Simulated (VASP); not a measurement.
# La (P6/mmm) in VASP: relaxation of cell and atoms with PBE

Aim: the relaxation of cell and atoms of La with PBE.

Program: VASP 6.6.1. These are calculated values, not measurements. Logs are shortened: lines on timing, memory, paths and dates and some standing lists are left out, and cuts for length are marked.

**1. The cell of the first run**

The structure is hexagonal, space group P6/mmm (No. 191). The conventional cell has a = 5.692 Å, b = 5.692 Å, c = 3.529 Å, α = 90.00°, β = 90.00°, γ = 120.00°. La (site symmetry 6/mmm) has 14 La at 3.53 to 3.73 Å within 4.6 Å. La (site symmetry -6m2) has 11 La at 3.29 to 3.73 Å within 4.3 Å.

This isn't the form of La at room conditions, which is double hcp.

**2. Relaxation of cell and atoms, PBE, target pressure 4.4 GPa, at which the enthalpy is minimised**

File INCAR:

```
PREC     = Accurate       # precision mode
ENCUT    = 600            # plane-wave cutoff, eV
EDIFF    = 1E-6           # SCF threshold, eV
ISMEAR   = -1             # smearing method
SIGMA    = 0.05           # smearing width, eV
LREAL    = False          # projectors in reciprocal space
LASPH    = True           # aspherical terms in the spheres
NELM     = 60             # most SCF steps
ALGO     = Normal         # electronic algorithm
ISIF     = 3              # what is computed and relaxed
LWAVE    = False          # write WAVECAR
LCHARG   = False          # write CHGCAR
GGA      = PE             # functional
IBRION   = 2              # ionic algorithm
NSW      = 60             # ionic steps
EDIFFG   = -0.005         # ionic threshold
PSTRESS  = 44.0
```

File KPOINTS:

```
regular mesh
0
Gamma
  7 7 9
```

File POSCAR:

```
La
1.0
    5.6920494195      0.0000000000      0.0000000000
   -2.8460247097      4.9294593968      0.0000000000
    0.0000000000      0.0000000000      3.5290706401
La
3
Direct
    0.0000000000      0.0000000000      0.0000000000
    0.3333333333      0.6666666667      0.5000000000
    0.6666666667      0.3333333333      0.5000000000
```

Potentials or basis: VASP PAW PBE potentials, release 64 (La).

On the command line:

```console
cat potpaw_PBE.64/La/POTCAR > POTCAR
mpirun -np 1 vasp_std > vasp.out
```

OUTCAR:

```text
PREC = Accurate
   ENCUT = 600
   EDIFF = 1E-6
   ISMEAR = -1
   LREAL = False
   LASPH = True
   NELM = 60
   ISIF = 3
   GGA = PE
   IBRION = 2
   NSW = 60
   EDIFFG = -0.005
   PSTRESS = 44.0

 ion  position               nearest neighbor table
   1  0.000  0.000  0.000-
   2  0.333  0.667  0.500-   3 3.29   3 3.29   3 3.29
   3  0.667  0.333  0.500-   2 3.29   2 3.29   2 3.29

  LATTYP: Found a hexagonal cell.
 ALAT       =     5.6920494195
 C/A-ratio  =     0.6200000000

  Lattice vectors:

 A1 = (   5.6920494195,   0.0000000000,   0.0000000000)
 A2 = (  -2.8460247097,   4.9294593968,   0.0000000000)
 A3 = (   0.0000000000,   0.0000000000,   3.5290706401)

Analysis of symmetry for initial positions (statically):
=====================================================================
 Subroutine PRICEL returns:
 Original cell was already a primitive cell.

 Routine SETGRP: Setting up the symmetry group for a
 hexagonal supercell.

 Subroutine GETGRP returns: Found 24 space group operations
 (whereof 24 operations were pure point group operations)
 out of a pool of 24 trial point group operations.

The static configuration has the point symmetry D_6h.

Analysis of symmetry for dynamics (positions and initial velocities):
=====================================================================
 Subroutine PRICEL returns:
 Original cell was already a primitive cell.

 Routine SETGRP: Setting up the symmetry group for a
 hexagonal supercell.

 Subroutine GETGRP returns: Found 24 space group operations
 (whereof 24 operations were pure point group operations)
 out of a pool of 24 trial point group operations.

The dynamic configuration has the point symmetry D_6h.

 Subroutine INISYM returns: Found 24 space group operations
 (whereof 24 operations are pure point group operations),
 and found     1 'primitive' translations

----------------------------------------------------------------------------------------

                                     Primitive cell

  volume of cell :      99.0212

  direct lattice vectors                    reciprocal lattice vectors
     5.692049419  0.000000000  0.000000000     0.175683647  0.101431001  0.000000000
    -2.846024710  4.929459397  0.000000000     0.000000000  0.202862002  0.000000000
     0.000000000  0.000000000  3.529070640     0.000000000  0.000000000  0.283360721

  length of vectors
     5.692049419  5.692049419  3.529070640     0.202862002  0.202862002  0.283360721

  position of ions in fractional coordinates (direct lattice)
     0.000000000  0.000000000  0.000000000
     0.333333333  0.666666667  0.500000000
     0.666666667  0.333333333  0.500000000

  ion indices of the primitive-cell ions
   primitive index   ion index
                 1           1
                 2           2
                 3           3

----------------------------------------------------------------------------------------

 KPOINTS: regular mesh

Automatic generation of k-mesh.
 Grid dimensions read from file:
 generate k-points for:    7    7    9

 Generating k-lattice:

  Cartesian coordinates                     Fractional coordinates (reciprocal lattice)
     0.025097664  0.014490143  0.000000000     0.142857143  0.000000000  0.000000000
     0.000000000  0.028980286  0.000000000     0.000000000  0.142857143  0.000000000
     0.000000000  0.000000000  0.031484525     0.000000000  0.000000000  0.111111111

  Length of vectors
     0.028980286  0.028980286  0.031484525

  Shift w.r.t. Gamma in fractional coordinates (k-lattice)
     0.000000000  0.000000000  0.000000000

 Subroutine IBZKPT returns following result:
 ===========================================

 Found     40 irreducible k-points:

 Following reciprocal coordinates:
            Coordinates               Weight
  0.000000  0.000000  0.000000      1.000000
  0.142857  0.000000  0.000000      6.000000
  0.285714  0.000000  0.000000      6.000000
  0.428571  0.000000  0.000000      6.000000
  0.142857  0.142857  0.000000      6.000000
  0.285714  0.142857  0.000000     12.000000
[... 16 lines left out ...]
  0.428571  0.142857  0.222222     12.000000
  0.285714  0.285714  0.222222     12.000000
 [... further k-points ...]
   k-points           NKPTS =     40   k-points in BZ     NKDIM =     40   number of bands    NBANDS=     20
   number of dos      NEDOS =    301   number of ions     NIONS =      3
   total plane-waves  NPLWV =  64512
   dimension x,y,z NGX =    48 NGY =   48 NGZ =   28
   dimension x,y,z NGXF=    96 NGYF=   96 NGZF=   56
   ions per type =               3
   NGX,Y,Z   is equivalent  to a cutoff of  14.02, 14.02, 13.19 a.u.
   NGXF,Y,Z  is equivalent  to a cutoff of  28.04, 28.04, 26.38 a.u.
 SYSTEM =  unknown system
   PREC   = accura    normal or accurate (medium, high low for compatibility)
   ISTART =      0    job   : 0-new  1-cont  2-samecut
   ICHARG =      2    charge: 1-file 2-atom 10-const
   ISPIN  =      1    spin polarized calculation?
   LNONCOLLINEAR =      F non collinear calculations
   LSORBIT =      F    spin-orbit coupling
   LASPH  =      T    aspherical Exc in radial PAW
   ENCUT  =  600.0 eV  44.10 Ry    6.64 a.u.  11.37 11.37  7.05*2*pi/ulx,y,z
   NELM   =     60;   NELMIN=  2; NELMDL= -5     # of ELM steps
   EDIFF  = 0.1E-05   stopping-criterion for ELM
   LREAL  =      F    real-space projection
   EDIFFG = -.5E-02   stopping-criterion for IOM
   NSW    =     60    number of steps for IOM
   IBRION =      2    ionic relax: 0-MD 1-quasi-New 2-CG
   NFREE  =      1    steps in history (QN), initial steepest desc. (CG)
   ISIF   =      3    stress and relaxation
   ISYM   =      2    0-nonsym 1-usesym 2-fastsym
   POTIM  = 0.5000    time-step for ionic-motion
   TEBEG  =    0.0;   TEEND  =   0.0 temperature during run
   PSTRESS=   44.0 pullay stress
   NELECT =      33.0000    total number of electrons
   NUPDOWN=      -1.0000    fix difference up-down
   EMIN   =  10.00;   EMAX   =-10.00  energy-range for DOS
   EFERMI =   0.00;   METHOD = LEGACY
   ISMEAR =    -1;   SIGMA  =   0.05  broadening in eV -4-tet -1-fermi 0-gaus
   EFERMI_NEDOS =   21; number of points for ismear=-14 and -15
   IALGO  =     38    algorithm
   IMIX   =      4    mixing-type and parameters
     AMIX     =   0.40;   BMIX     =  1.00
     AMIX_MAG =   1.60;   BMIX_MAG =  1.00
  volume/ion in A,a.u.               =      33.01       222.74
  Fermi-wavevector in a.u.,A,eV,Ry     =   1.135020  2.144876 17.527972  1.288270
  Thomas-Fermi vector in A             =   2.271724
   LORBIT       =      0    0 simple, 1 ext, 2 COOP (PROOUT), +10 PAW based schemes
   GGA     = PE    functional components
   LHFCALC =     F    Hartree Fock is set to
   AEXX    =    0.0000 exact exchange contribution
   IVDW    =     0    specifies the selected vdW correction
   LEPSILON=     F    determine dielectric tensor
   LRPA    =     F    only Hartree local field effects (RPA)
 conjugate gradient relaxation of ions
 non-spin polarized calculation
  energy-cutoff  :      600.00
  volume of cell :       99.02
 maximum number of plane-waves:      3332
 NGX is ok and might be reduce to    48
   NGX = 23   NGY = 23   NGZ = 15

--------------------------------------- Ionic step        1  -------------------------------------------

 number of electron      32.9999997 magnetization

 Free energy of the ion-electron system (eV)
  ---------------------------------------------------
  ext. energy  EPLUGINS =         0.00000000
  ---------------------------------------------------
  free energy    TOTEN  =       -14.43531293 eV

  energy without entropy =      -14.40161306  energy(sigma->0) =      -14.41846300

------------------------ aborting loop because EDIFF is reached ----------------------------------------

  FORCE on cell =-STRESS in cart. coord.  units (eV):
  Direction    XX          YY          ZZ          XY          YZ          ZX
  --------------------------------------------------------------------------------------
  -------------------------------------------------------------------------------------
  Total        2.7039611      2.7039611      1.7549565      0.0000000      0.0000000      0.0000000
  in kB       43.7504699     43.7504699     28.3954426      0.0000000      0.0000000      0.0000000
  external PRESSURE =      -5.3678725 kB  Pullay stress =      44.0000000 kB
[... 297 lines left out ...]
  enthalpy is  TOTEN    =       -11.7333112229 eV   P V=        2.6635672744

--------------------------------------- Ionic step        9  -------------------------------------------

 number of electron      32.9999998 magnetization

 Free energy of the ion-electron system (eV)
  ---------------------------------------------------
  ext. energy  EPLUGINS =         0.00000000
  ---------------------------------------------------
  free energy    TOTEN  =       -14.40037898 eV

  energy without entropy =      -14.37352472  energy(sigma->0) =      -14.38695185

 E-fermi :   9.2247     XC(G=0): -10.1303

 val. band max:        9.2088772691   @ k =   0.4286   0.0000   0.4444
 cond. band min:       9.2248004520   @ k =   0.1429   0.0000   0.2222
 fundamental gap:      0.0159231830
 Fermi energy:         9.2247465929

 k-point     1 :       0.0000    0.0000    0.0000
  band No.  band energies     occupation
      1     -23.5443      2.00000
      2     -23.1670      2.00000
      3     -23.0982      2.00000
      4      -7.8037      2.00000
      5      -7.8037      2.00000
      6      -7.4361      2.00000
[... 12 lines left out ...]
     19      10.0453      0.00000
[... 513 lines left out ...]
      4      -7.9706      2.00000
      5      -7.5908      2.00000
      6      -7.4101      2.00000
[... 12 lines left out ...]
     19       9.8878      0.00000
     20       9.9500      0.00000

 [... further k-points ...]
[... 5 lines left out ...]
  --------------------------------------------------------------------------------------
  -------------------------------------------------------------------------------------
  Total        2.6656401      2.6656401      2.6693615      0.0000000      0.0000000      0.0000000
  in kB       43.9770149     43.9770149     44.0384099      0.0000000      0.0000000      0.0000000
  external PRESSURE =      -0.0025201 kB  Pullay stress =      44.0000000 kB
[... 18 lines left out ...]
  FREE ENERGIE OF THE ION-ELECTRON SYSTEM (eV)
  ---------------------------------------------------
  free  energy   TOTEN  =       -14.4003789782 eV

  energy  without entropy=      -14.3735247167  energy(sigma->0) =      -14.38695185

  enthalpy is  TOTEN    =       -11.7333456262 eV   P V=        2.6670333520

 reached required accuracy - stopping structural energy minimisation
```

It took 4.5 min on 1 thread of Intel Xeon 6975P-C (Granite Rapids), shared host; peak memory 0.3 GiB.

What came out:

```yaml
Free_energy: -14.4004 eV
Relaxed_volume: 32.37 Å³/atom
Relaxed_cell: a = 5.736 Å, b = 5.736 Å, c = 3.408 Å, α = 90.00°, β = 90.00°, γ = 120.00°
Space_group_after_relaxing_to_0.1_Å: P6/mmm (No. 191)
Energy_change_on_relaxing_the_run_minimises_the_enthalpy: +11.6 meV/atom
Ionic_steps: 9
Pressure_after_relaxing: 4.4 GPa
Band_gap_on_the_k_mesh: zero (an odd number of electrons rules out a gap without spin polarisation)
```

Step by step:
| step | energy change (eV) | largest force (eV/Å) | pressure (GPa) | volume (Å³) |
| --- | --- | --- | --- | --- |
| 1 | 0.0000 | 0.0000 | 3.86 | 99.02 |
| 2 | 0.0324 | 0.0000 | 4.38 | 97.44 |
| 3 | 0.0656 | 0.0000 | 4.84 | 96.12 |
| 4 | 0.0405 | 0.0000 | 4.47 | 96.91 |
| 5 | 0.0394 | 0.0000 | 4.46 | 96.95 |
| 6 | 0.0373 | 0.0000 | 4.43 | 97.03 |
| 7 | 0.0389 | 0.0000 | 4.45 | 96.97 |
| 8 | 0.0384 | 0.0000 | 4.44 | 96.99 |
| 9 | 0.0349 | 0.0000 | 4.40 | 97.12 |

Final structure:
```
CELL_PARAMETERS angstrom
5.73592 0.00000 0.00000
-2.86796 4.96745 0.00000
0.00000 0.00000 3.40839
ATOMIC_POSITIONS crystal
La 0.00000 0.00000 0.00000
La 0.33333 0.66667 0.50000
La 0.66667 0.33333 0.50000
```

Levels at points of the mesh, in eV from the Fermi level:
| k point | band 14 | band 15 | band 16 | band 17 | band 18 | band 19 | band 20 |
| --- | --- | --- | --- | --- | --- | --- | --- |
| (0.00, 0.00, 0.00) | -1.66 | 0.39 | 0.74 | 0.74 | 0.82 | 0.82 | 0.99 |

Caveat: the cell is relaxed towards a set pressure, so the run minimises the enthalpy, not the energy; spin-orbit coupling is left out, which moves the levels of the heavy elements.
